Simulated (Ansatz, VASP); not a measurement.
# AlIn2Sb3 in VASP and in Ansatz

```
Al In Sb
1.0
     5.40553    0.00000    0.00000
    -2.70277    4.68133    0.00000
     0.00000    0.00000    6.31307
Al In Sb
1 2 3
Direct
  0.00000 0.00000 0.00000
  0.66667 0.33333 0.24613
  0.66667 0.33333 0.75387
  0.00000 0.00000 0.50000
  0.33333 0.66667 0.00000
  0.33333 0.66667 0.50000
```

Change from the starting cell: species swapped into the Ce2CuGe3 type (P-6m2, No. 187).

Alike in both runs: functional PBE; k mesh 12 × 12 × 6; occupations gaussian, width 0.1 eV; no spin polarisation.

Ansatz relaxed the structure, and its values are those at the end. VASP's run is a single point on that final structure, the one shown.

|  | VASP | Ansatz |
| --- | --- | --- |
| version | VASP 6.6.1 | Ansatz 0.2.0 |
| potentials or method | VASP PAW PBE potentials, release 64 (Al, In_d, Sb), cutoff 520 eV | scalar-relativistic, plane waves, PAW |
| valence electrons in the cell | 44 | 74 |

```tsv
	VASP	Ansatz	Ansatz less VASP
gap on the k mesh at the Fermi level (eV)	none	none	-
pressure (GPa)	0.0	0.0	+0.04
```

A gap of «none» marks a metal or a gap that the smearing closes. The functional is the same, so the differences come from potentials, cutoffs and numerics. VASP's potentials hold 44 valence electrons a cell and Ansatz's 74, so a difference there can come from the potentials and not from the codes.

Spin-orbit coupling is off throughout.
